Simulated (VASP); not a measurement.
Here is a VASP 6.6.1 calculation.

The input INCAR:

```
SYSTEM = InAs2
  PREC = Accurate
  ENCUT = 520
  EDIFF = 1E-6
  ISMEAR = 0
  SIGMA = 0.1
  LREAL = .FALSE.
  LASPH = .TRUE.
  NELM = 80
  ALGO = Normal
  ISIF = 2
  LWAVE = .FALSE.
  LCHARG = .TRUE.
  GGA = PE
  LELF = .TRUE.
  LVHAR = .TRUE.
  NBANDS = 18
```

The input KPOINTS:

```
regular mesh
0
G
  6 6 4
  0 0 0
```

File POSCAR:

```
InAs2
1.0
    3.8662703966      0.0000000000      0.0000000000
   -1.9331351983      3.3482883814      0.0000000000
    0.0000000000      0.0000000000      5.4074656172
In As
1 2
Direct
    0.0000000000      0.0000000000      0.5000000000
    0.3333333333      0.6666666667      0.1337985407
    0.6666666667      0.3333333333      0.8662014593
```

Potentials or basis: VASP PAW PBE potentials, release 64 (In_d, As).

The run is started by

```sh
$ cat potpaw_PBE.64/In_d/POTCAR potpaw_PBE.64/As/POTCAR > POTCAR
$ mpirun -np 1 vasp_std > vasp.out
```

(1) Predict the pressure.

(2) Estimate the largest force.

Results:

(1) 0.1 GPa.

(2) 0.022 eV/Å.
